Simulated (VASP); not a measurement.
# Lu4SiF (P4/mmm) in VASP: a series of runs, part 2 of 2

VASP 6.6.1. Earlier steps stand in the parts before.

## 3. Single point, PBE

This run uses another cell than the first one, of 21.68 Å³/atom.

Input file INCAR:

```
ALGO     = Normal         # electronic algorithm
EDIFF    = 1E-6           # SCF threshold, eV
ENCUT    = 520            # plane-wave cutoff, eV
GGA      = PE             # functional
ISIF     = 2              # what is computed and relaxed
ISMEAR   = 0              # smearing method
LASPH    = True           # aspherical terms in the spheres
LCHARG   = True           # write CHGCAR
LELF     = True           # ELF
LREAL    = False          # projectors in reciprocal space
LVHAR    = True         
LWAVE    = False          # write WAVECAR
NBANDS   = 64             # bands
NELM     = 80             # most SCF steps
PREC     = Accurate       # precision mode
SIGMA    = 0.1            # smearing width, eV
```

Input file KPOINTS:

```
k-points
0
Gamma
  4 4 2
```

Input file POSCAR:

```
Lu4SiF
1.0
    3.9665034600      0.0000000000      0.0000000000
    0.0000000000      3.9665034600      0.0000000000
    0.0000000000      0.0000000000      8.2683994800
Lu Si F
4 1 1
Direct
    0.0000000000      0.5000000000      0.2526677400
    0.5000000000      0.0000000000      0.2526677400
    0.0000000000      0.5000000000      0.7473322600
    0.5000000000      0.0000000000      0.7473322600
    0.0000000000      0.0000000000      0.0000000000
    0.0000000000      0.0000000000      0.5000000000
```

Potentials or basis: VASP PAW PBE potentials, release 64 (Lu, Si, F).

On the command line:

```sh
$ cat potpaw_PBE.64/Lu/POTCAR potpaw_PBE.64/Si/POTCAR potpaw_PBE.64/F/POTCAR > POTCAR
$ mpirun -np 1 vasp_std > vasp.out
```

It took 2.4 min on 1 thread of Intel Xeon Platinum 8488C (Sapphire Rapids), shared host; peak memory 0.27 GiB.

Results (log left out):

- Free energy: -25.3187 eV
- Pressure: 10.4 GPa
- Largest force: 0.438 eV/Å
- Band gap on the k mesh: zero (an odd number of electrons rules out a gap without spin polarisation)

Forces in eV/Å, atoms in the order of the input:
```
Lu   0.000  0.000 -0.438
Lu   0.000  0.000 -0.438
Lu   0.000  0.000  0.438
Lu   0.000  0.000  0.438
Si   0.000  0.000  0.000
F    0.000  0.000  0.000
```

Stress tensor (GPa, compression positive):
```
 20.94   0.00   0.00
  0.00  20.94   0.00
  0.00   0.00 -10.65
```

Levels at points of the mesh, in eV from the Fermi level:
```csv
k point,band 51,band 52,band 53,band 54,band 55,band 56,band 57,band 58,band 59,band 60
"(0.00, 0.00, 0.00)",-3.70,-2.78,-2.60,-1.01,-1.01,-0.93,-0.82,-0.30,1.06,1.06
"(0.50, 0.00, 0.00)",-2.87,-1.00,-0.81,-0.28,-0.23,0.47,1.02,1.61,2.07,2.11
"(0.50, 0.50, 0.00)",-2.82,-2.42,-1.91,-1.13,-1.13,-0.02,-0.02,-0.01,0.67,1.47
"(0.00, 0.00, 0.50)",-3.21,-3.19,-1.98,-1.09,-1.09,-0.89,-0.87,-0.28,1.12,1.12
"(0.50, 0.00, 0.50)",-3.04,-1.36,-0.31,-0.24,0.37,0.53,0.76,1.72,1.92,2.13
"(0.50, 0.50, 0.50)",-2.91,-2.58,-1.32,-1.30,-1.01,-1.01,-0.04,-0.04,1.90,2.22
```

Caveat: the k points lie up to 0.40 Å⁻¹ apart, too coarse for converged energies and pressures of a metal; spin-orbit coupling is left out, which moves the levels of the heavy elements; an odd number of electrons without spin polarisation forces a metal; a magnetic or distorted state may lie lower.

## 4. Single point, PBE

This run uses another cell than the first one, of 24.04 Å³/atom.

Input file INCAR:

```
SYSTEM = Lu4SiF
ALGO = Normal ; EDIFF = 1E-6
ENCUT = 520 ; GGA = PE
ISIF = 2 ; ISMEAR = 0
LASPH = .TRUE. ; LCHARG = .FALSE.
LREAL = .FALSE. ; LWAVE = .FALSE.
NBANDS = 64 ; NELM = 80
PREC = Accurate ; SIGMA = 0.1
```

Input file KPOINTS:

```
k-points
0
G
  4 4 2
  0 0 0
```

Input file POSCAR:

```
Lu4SiF
1.0
    4.5649294467      0.0000000000      0.0000000000
    0.0000000000      4.5649294467      0.0000000000
    0.0000000000      0.0000000000      6.9206003959
Lu Si F
4 1 1
Direct
    0.0000000000      0.5000000000      0.2486888892
    0.5000000000      0.0000000000      0.2486888892
    0.0000000000      0.5000000000      0.7513111108
    0.5000000000      0.0000000000      0.7513111108
    0.0000000000      0.0000000000      0.0000000000
    0.0000000000      0.0000000000      0.5000000000
```

Potentials or basis: VASP PAW PBE potentials, release 64 (Lu, Si, F).

On the command line:

```sh
$ cat potpaw_PBE.64/Lu/POTCAR potpaw_PBE.64/Si/POTCAR potpaw_PBE.64/F/POTCAR > POTCAR
$ mpirun -np 1 vasp_std > vasp.out
```

OUTCAR:

```text
SYSTEM = Lu4SiF
   EDIFF = 1E-6
   ENCUT = 520
   GGA = PE
   ISIF = 2
   ISMEAR = 0
   LASPH = .TRUE.
   LREAL = .FALSE.
   NELM = 80
   PREC = Accurate

 ion  position               nearest neighbor table
   1  0.000  0.500  0.249-   5 2.86   5 2.86   2 3.23   2 3.23   2 3.23   2 3.23   3 3.44   3 3.48

   2  0.500  0.000  0.249-   5 2.86   5 2.86   1 3.23   1 3.23   1 3.23   1 3.23   4 3.44   4 3.48

[... 1003 lines left out ...]
  --------------------------------------------------------------------------------------
  -------------------------------------------------------------------------------------
  Total        0.3658032      0.3658032     -0.0158531      0.0000000      0.0000000      0.0000000
  in kB        4.0639293      4.0639293     -0.1761216      0.0000000      0.0000000      0.0000000
  external PRESSURE =       2.6505790 kB  Pullay stress =       0.0000000 kB

 VOLUME and BASIS-vectors are now :
 -----------------------------------------------------------------------------
  energy-cutoff  :      520.00
  volume of cell :      144.22
      direct lattice vectors                 reciprocal lattice vectors
     4.564929447  0.000000000  0.000000000     0.219061436  0.000000000  0.000000000
     0.000000000  4.564929447  0.000000000     0.000000000  0.219061436  0.000000000
     0.000000000  0.000000000  6.920600396     0.000000000  0.000000000  0.144496134

 POSITION                                       TOTAL-FORCE (eV/Angst)
 -----------------------------------------------------------------------------------
      0.00000      2.28246      1.72108        -0.000000      0.000000     -0.023204
      2.28246      0.00000      1.72108         0.000000      0.000000     -0.023204
      0.00000      2.28246      5.19952         0.000000      0.000000      0.023204
      2.28246      0.00000      5.19952         0.000000      0.000000      0.023204
      0.00000      0.00000      0.00000         0.000000      0.000000      0.000000
      0.00000      0.00000      3.46030         0.000000      0.000000      0.000000
 -----------------------------------------------------------------------------------
    total drift:                                0.000000      0.000000      0.000000

  FREE ENERGIE OF THE ION-ELECTRON SYSTEM (eV)
  ---------------------------------------------------
  free  energy   TOTEN  =       -28.3744366110 eV

  energy  without entropy=      -28.3501210494  energy(sigma->0) =      -28.36227883
```

OSZICAR:

```text
N       E                     dE             d eps       ncg     rms          rms(c)
DAV:   1     0.148007118777E+04    0.14801E+04   -0.33656E+04  2232   0.555E+03
DAV:   2     0.253072145560E+03   -0.12270E+04   -0.11638E+04  2144   0.130E+03
DAV:   3     0.106904404764E+02   -0.24238E+03   -0.23453E+03  1768   0.318E+02
DAV:   4    -0.271576877630E+02   -0.37848E+02   -0.36730E+02  2088   0.946E+01
DAV:   5    -0.304085501707E+02   -0.32509E+01   -0.32051E+01  2424   0.240E+01    0.108E+01
DAV:   6    -0.283700599082E+02    0.20385E+01   -0.10127E+01  2312   0.281E+01    0.440E+00
DAV:   7    -0.283850152407E+02   -0.14955E-01   -0.22278E+00  1992   0.639E+00    0.184E+00
DAV:   8    -0.283736234525E+02    0.11392E-01   -0.24121E-01  2216   0.283E+00    0.681E-01
DAV:   9    -0.283736779071E+02   -0.54455E-04   -0.36359E-02  2152   0.881E-01    0.286E-01
DAV:  10    -0.283742194882E+02   -0.54158E-03   -0.90756E-03  2520   0.584E-01    0.173E-01
DAV:  11    -0.283744370519E+02   -0.21756E-03   -0.11411E-03  2328   0.240E-01    0.741E-02
DAV:  12    -0.283744606827E+02   -0.23631E-04   -0.10781E-03  2240   0.180E-01    0.482E-02
DAV:  13    -0.283744331828E+02    0.27500E-04   -0.33479E-04  2104   0.106E-01    0.953E-03
DAV:  14    -0.283744385975E+02   -0.54147E-05   -0.70787E-05  1824   0.324E-02    0.106E-02
DAV:  15    -0.283744367528E+02    0.18447E-05   -0.10503E-05  1440   0.142E-02    0.242E-03
DAV:  16    -0.283744366110E+02    0.14175E-06   -0.20210E-06  1248   0.632E-03
   1 F= -.28374437E+02 E0= -.28362279E+02  d E =-.243156E-01
```

stdout:

```text
POSCAR found type information on POSCAR LuSiF
 POSCAR found :  3 types and       6 ions
 scaLAPACK will be used
 LDA part: xc-table for (Slater+PW92), standard interpolation
 POSCAR, INCAR and KPOINTS ok, starting setup
 FFT: planning ... GRIDC
 FFT: planning ... GRID_SOFT
 FFT: planning ... GRID
 WAVECAR not read
 entering main loop
```

It took 2.3 min on 1 thread of Intel Xeon Platinum 8488C (Sapphire Rapids), shared host; peak memory 0.29 GiB.

Results:

* Free energy: -28.3744 eV
* Pressure: 0.3 GPa
* Largest force: 0.023 eV/Å
* Band gap on the k mesh: zero (an odd number of electrons rules out a gap without spin polarisation)

Forces on the atoms (eV/Å):
```
Lu   0.000  0.000 -0.023
Lu   0.000  0.000 -0.023
Lu   0.000  0.000  0.023
Lu   0.000  0.000  0.023
Si   0.000  0.000  0.000
F    0.000  0.000  0.000
```

Caveat: the k points lie up to 0.45 Å⁻¹ apart, too coarse for converged energies and pressures of a metal; spin-orbit coupling is left out, which moves the levels of the heavy elements; an odd number of electrons without spin polarisation forces a metal; a magnetic or distorted state may lie lower.

## 5. Overview

```tsv
cell	k mesh	gap on the mesh (eV)	pressure (GPa)	largest force (eV/Å)
a = 4.602, b = 4.602, c = 6.888 Å, 6 atoms, atomic positions A	8 × 8 × 6	none	0.1	0.01
a = 3.967, b = 3.967, c = 8.268 Å, 6 atoms, atomic positions B	4 × 4 × 2	none	10.4	0.44
a = 4.565, b = 4.565, c = 6.921 Å, 6 atoms, atomic positions A	4 × 4 × 2	none	0.3	0.02
```

Alike in all rows: task single point; level PBE; potentials or basis VASP PAW PBE potentials, release 64 (Lu, Si, F); no spin polarisation; cutoff (eV) 520; smearing gaussian 0.1 eV.

Caveats: some runs use coarse meshes; spin-orbit coupling is left out, which moves the levels of the heavy elements; an odd number of electrons without spin polarisation forces a metal; a magnetic or distorted state may lie lower.

Absolute energies hang on the potentials; compare differences alone.
